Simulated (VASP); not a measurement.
# BAs (F-43m) in VASP: notebook, part 3 of 3

VASP 6.6.1. The steps go on from the part before.

## Step 5: Single point, PBE+D3(BJ)

This run uses another cell than the first one, of 13.57 Å³/atom, 1.039 times its volume.

Contents of INCAR:

```
ALGO = Normal
EDIFF = 1E-6
ENCUT = 500
GGA = PE
GGA_COMPAT = F
ISIF = 2
ISMEAR = 0
IVDW = 12
LASPH = T
LCHARG = F
LREAL = F
LWAVE = F
NBANDS = 11
NELM = 120
PREC = Accurate
SIGMA = 0.05
```

Contents of KPOINTS:

```
k-points
0
Gamma
  8 8 8
```

Contents of POSCAR:

```
BAs
1.0
    0.0000000000      2.3851493678      2.3851493678
    2.3851493678      0.0000000000      2.3851493678
    2.3851493678      2.3851493678      0.0000000000
B As
1 1
Direct
    0.0000000000      0.0000000000      0.0000000000
    0.7500000000      0.7500000000      0.7500000000
```

Potentials or basis: VASP PAW PBE potentials, release 64 (B, As).

Launch:

```bash
$ cat potpaw_PBE.64/B/POTCAR potpaw_PBE.64/As/POTCAR > POTCAR
$ mpirun -np 1 vasp_std > vasp.out
```

OUTCAR:

```text
EDIFF = 1E-6
   ENCUT = 500
   GGA = PE
   ISIF = 2
   ISMEAR = 0
   IVDW = 12
   LASPH = T
   LREAL = F
   NELM = 120
   PREC = Accurate
 IVDW          = 12

 ion  position               nearest neighbor table
   1  0.000  0.000  0.000-   2 2.07   2 2.07   2 2.07   2 2.07
   2  0.750  0.750  0.750-   1 2.07   1 2.07   1 2.07   1 2.07

  LATTYP: Found a face centered cubic cell.
 ALAT       =     4.7702987356

  Lattice vectors:

 A1 = (   0.0000000000,   2.3851493678,   2.3851493678)
 A2 = (   2.3851493678,   0.0000000000,   2.3851493678)
 A3 = (   2.3851493678,   2.3851493678,   0.0000000000)

Analysis of symmetry for initial positions (statically):
=====================================================================
 Subroutine PRICEL returns:
 Original cell was already a primitive cell.

 Routine SETGRP: Setting up the symmetry group for a
 face centered cubic supercell.

 Subroutine GETGRP returns: Found 24 space group operations
 (whereof 24 operations were pure point group operations)
 out of a pool of 48 trial point group operations.

The static configuration has the point symmetry T_d .

Analysis of symmetry for dynamics (positions and initial velocities):
=====================================================================
 Subroutine PRICEL returns:
 Original cell was already a primitive cell.

 Routine SETGRP: Setting up the symmetry group for a
 face centered cubic supercell.

 Subroutine GETGRP returns: Found 24 space group operations
 (whereof 24 operations were pure point group operations)
 out of a pool of 48 trial point group operations.

The dynamic configuration has the point symmetry T_d .

 Subroutine INISYM returns: Found 24 space group operations
 (whereof 24 operations are pure point group operations),
 and found     1 'primitive' translations

----------------------------------------------------------------------------------------

                                     Primitive cell

  volume of cell :      27.1379

  direct lattice vectors                    reciprocal lattice vectors
     0.000000000  2.385149368  2.385149368    -0.209630477  0.209630477  0.209630477
     2.385149368  0.000000000  2.385149368     0.209630477 -0.209630477  0.209630477
     2.385149368  2.385149368  0.000000000     0.209630477  0.209630477 -0.209630477

  length of vectors
     3.373110584  3.373110584  3.373110584     0.363090637  0.363090637  0.363090637

  position of ions in fractional coordinates (direct lattice)
     0.000000000  0.000000000  0.000000000
     0.750000000  0.750000000  0.750000000

  ion indices of the primitive-cell ions
   primitive index   ion index
                 1           1
                 2           2

----------------------------------------------------------------------------------------

 KPOINTS: k-points

Automatic generation of k-mesh.
 Grid dimensions read from file:
 generate k-points for:    8    8    8

 Generating k-lattice:

  Cartesian coordinates                     Fractional coordinates (reciprocal lattice)
    -0.026203810  0.026203810  0.026203810     0.125000000  0.000000000  0.000000000
     0.026203810 -0.026203810  0.026203810     0.000000000  0.125000000  0.000000000
[... 39 lines left out ...]
 [... further k-points ...]
   k-points           NKPTS =     29   k-points in BZ     NKDIM =     29   number of bands    NBANDS=     11
   number of dos      NEDOS =    301   number of ions     NIONS =      2
   total plane-waves  NPLWV =  21952
   dimension x,y,z NGX =    28 NGY =   28 NGZ =   28
   dimension x,y,z NGXF=    56 NGYF=   56 NGZF=   56
   ions per type =               1   1
   NGX,Y,Z   is equivalent  to a cutoff of  13.80, 13.80, 13.80 a.u.
   NGXF,Y,Z  is equivalent  to a cutoff of  27.60, 27.60, 27.60 a.u.
 SYSTEM =  unknown system
   PREC   = accura    normal or accurate (medium, high low for compatibility)
   ISTART =      0    job   : 0-new  1-cont  2-samecut
   ICHARG =      2    charge: 1-file 2-atom 10-const
   ISPIN  =      1    spin polarized calculation?
   LNONCOLLINEAR =      F non collinear calculations
   LSORBIT =      F    spin-orbit coupling
   LASPH  =      T    aspherical Exc in radial PAW
   ENCUT  =  500.0 eV  36.75 Ry    6.06 a.u.   6.15  6.15  6.15*2*pi/ulx,y,z
   NELM   =    120;   NELMIN=  2; NELMDL= -5     # of ELM steps
   EDIFF  = 0.1E-05   stopping-criterion for ELM
   LREAL  =      F    real-space projection
   EDIFFG = 0.1E-04   stopping-criterion for IOM
   NSW    =      0    number of steps for IOM
   IBRION =     -1    ionic relax: 0-MD 1-quasi-New 2-CG
   NFREE  =      0    steps in history (QN), initial steepest desc. (CG)
   ISIF   =      2    stress and relaxation
   ISYM   =      2    0-nonsym 1-usesym 2-fastsym
   POTIM  = 0.5000    time-step for ionic-motion
   TEBEG  =    0.0;   TEEND  =   0.0 temperature during run
   PSTRESS=    0.0 pullay stress
   NELECT =       8.0000    total number of electrons
   NUPDOWN=      -1.0000    fix difference up-down
   EMIN   =  10.00;   EMAX   =-10.00  energy-range for DOS
   EFERMI =   0.00;   METHOD = LEGACY
   ISMEAR =     0;   SIGMA  =   0.05  broadening in eV -4-tet -1-fermi 0-gaus
   EFERMI_NEDOS =   21; number of points for ismear=-14 and -15
   IALGO  =     38    algorithm
   IMIX   =      4    mixing-type and parameters
     AMIX     =   0.40;   BMIX     =  1.00
     AMIX_MAG =   1.60;   BMIX_MAG =  1.00
  volume/ion in A,a.u.               =      13.57        91.57
  Fermi-wavevector in a.u.,A,eV,Ry     =   1.089547  2.058945 16.151644  1.187112
  Thomas-Fermi vector in A             =   2.225752
   LORBIT       =      0    0 simple, 1 ext, 2 COOP (PROOUT), +10 PAW based schemes
   GGA     = PE    functional components
   LHFCALC =     F    Hartree Fock is set to
   AEXX    =    0.0000 exact exchange contribution
   IVDW    =    12    specifies the selected vdW correction
   LEPSILON=     F    determine dielectric tensor
   LRPA    =     F    only Hartree local field effects (RPA)
 non-spin polarized calculation
 Gauss-broadening in eV      SIGMA  =   0.05
  energy-cutoff  :      500.00
  volume of cell :       27.14
 maximum number of plane-waves:       701
 NGX is ok and might be reduce to    28
   NGX = 13   NGY = 13   NGZ = 13

 number of electron       8.0000000 magnetization

 Free energy of the ion-electron system (eV)
  ---------------------------------------------------
  ext. energy  EPLUGINS =         0.00000000
  ---------------------------------------------------
  free energy    TOTEN  =       -11.40125625 eV

  energy without entropy =      -11.40125625  energy(sigma->0) =      -11.40125625

 E-fermi :   6.4082     XC(G=0): -10.6021

 val. band max:        6.1738663535   @ k =   0.0000   0.0000   0.0000
 cond. band min:       7.3585063034   @ k =   0.3750   0.3750   0.0000
 fundamental gap:      1.1846399499
 Fermi energy:         6.4081881952

 k-point     1 :       0.0000    0.0000    0.0000
  band No.  band energies     occupation
      1      -9.2662      2.00000
      2       6.1739      2.00000
      3       6.1739      2.00000
      4       6.1739      2.00000
      5       9.4552      0.00000
      6       9.4552      0.00000
      7       9.4552      0.00000
      8      10.9144      0.00000
      9      15.7769      0.00000
     10      19.1408      0.00000
     11      19.1408      0.00000
[... 309 lines left out ...]
 k-point    24 :      -0.3750    0.2500    0.1250
  band No.  band energies     occupation
      1      -5.8024      2.00000
      2      -2.1438      2.00000
      3       1.5972      2.00000
      4       3.0864      2.00000
      5      10.1484      0.00000
      6      10.9472      0.00000
      7      13.6550      0.00000
      8      15.2251      0.00000
      9      16.5486      0.00000
     10      20.3891      0.00000
     11      21.4504      0.00000

 [... further k-points ...]

------------------------ aborting loop because EDIFF is reached ----------------------------------------

 Edisp (eV)   -0.66259

 E8    (eV) :    -0.2634

  FORCE on cell =-STRESS in cart. coord.  units (eV):
  Direction    XX          YY          ZZ          XY          YZ          ZX
  --------------------------------------------------------------------------------------
  -------------------------------------------------------------------------------------
  Total       0.02405     0.02405     0.02405     0.00000     0.00000     0.00000
  in kB       1.42001     1.42001     1.42001     0.00000     0.00000     0.00000
  external pressure =        1.42 kB  Pullay stress =        0.00 kB

 VOLUME and BASIS-vectors are now :
 -----------------------------------------------------------------------------
  energy-cutoff  :      500.00
  volume of cell :       27.14
      direct lattice vectors                 reciprocal lattice vectors
     0.000000000  2.385149368  2.385149368    -0.209630477  0.209630477  0.209630477
     2.385149368  0.000000000  2.385149368     0.209630477 -0.209630477  0.209630477
     2.385149368  2.385149368  0.000000000     0.209630477  0.209630477 -0.209630477

 POSITION                                       TOTAL-FORCE (eV/Angst)
 -----------------------------------------------------------------------------------
      0.00000      0.00000      0.00000         0.000000      0.000000     -0.000000
      3.57772      3.57772      3.57772        -0.000000     -0.000000      0.000000
 -----------------------------------------------------------------------------------
    total drift:                                0.000000      0.000000      0.000000

  FREE ENERGIE OF THE ION-ELECTRON SYSTEM (eV)
  ---------------------------------------------------
  free  energy   TOTEN  =       -12.0638412591 eV

  energy  without entropy=      -12.0638412591  energy(sigma->0) =      -12.06384126
```

OSZICAR:

```text
N       E                     dE             d eps       ncg     rms          rms(c)
DAV:   1     0.121246942992E+02    0.12125E+02   -0.35769E+03   638   0.611E+02
DAV:   2    -0.113285449988E+02   -0.23453E+02   -0.21403E+02   883   0.101E+02
DAV:   3    -0.120475576752E+02   -0.71901E+00   -0.71732E+00   792   0.169E+01
DAV:   4    -0.120495033202E+02   -0.19456E-02   -0.19456E-02   707   0.961E-01
DAV:   5    -0.120495061189E+02   -0.27987E-05   -0.27983E-05   766   0.401E-02    0.496E+00
DAV:   6    -0.114683018164E+02    0.58120E+00   -0.15944E+00   680   0.515E+00    0.241E+00
DAV:   7    -0.114076529099E+02    0.60649E-01   -0.19682E-01   737   0.217E+00    0.988E-01
DAV:   8    -0.114007917507E+02    0.68612E-02   -0.20456E-02   707   0.812E-01    0.991E-02
DAV:   9    -0.114010938398E+02   -0.30209E-03   -0.76779E-04   722   0.160E-01    0.595E-02
DAV:  10    -0.114012502323E+02   -0.15639E-03   -0.19252E-04   673   0.846E-02    0.122E-02
DAV:  11    -0.114012561226E+02   -0.58903E-05   -0.53449E-06   768   0.155E-02    0.106E-02
DAV:  12    -0.114012562455E+02   -0.12287E-06   -0.27187E-06   674   0.898E-03
   1 F= -.12063841E+02 E0= -.12063841E+02  d E =-.478596E-13
```

Wall time 18 s (1 thread of Intel Xeon 8259CL, shared host); peak memory 0.16 GiB.

Results:

| Item | Value |
| --- | --- |
| Free energy | -12.0638 eV |
| Pressure | 0.1 GPa |
| Band gap on the k mesh | 1.18 eV, indirect (least direct gap 3.28 eV) |
| Dispersion energy per atom | -0.331 eV |

Caveat: three body term missing. A k mesh can miss the band edges.

## Step 6: The runs side by side

| level | cell | gap on the mesh (eV) | pressure (GPa) |
| --- | --- | --- | --- |
| revPBE+D3(BJ) | a = 3.331 Å, angles 60.0°, 2 atoms | 1.16 | 3.7 |
| revPBE+D3(BJ) | a = 3.376 Å, angles 60.0°, 2 atoms | 1.21 | -2.1 |
| revPBE+D3(BJ) | a = 3.308 Å, angles 60.0°, 2 atoms | 1.14 | 7.1 |
| PBE+D3(BJ) | a = 3.373 Å, angles 60.0°, 2 atoms | 1.18 | 0.1 |

Alike in all rows: task single point; potentials or basis VASP PAW PBE potentials, release 64 (B, As); no spin polarisation; k mesh 8 × 8 × 8; cutoff (eV) 500; smearing gaussian 0.05 eV.

Caveats: the PAW data sets were made with another functional, which shifts forces and pressure a little (some runs); three body term missing (some runs).

Absolute energies hang on the potentials; compare differences alone.
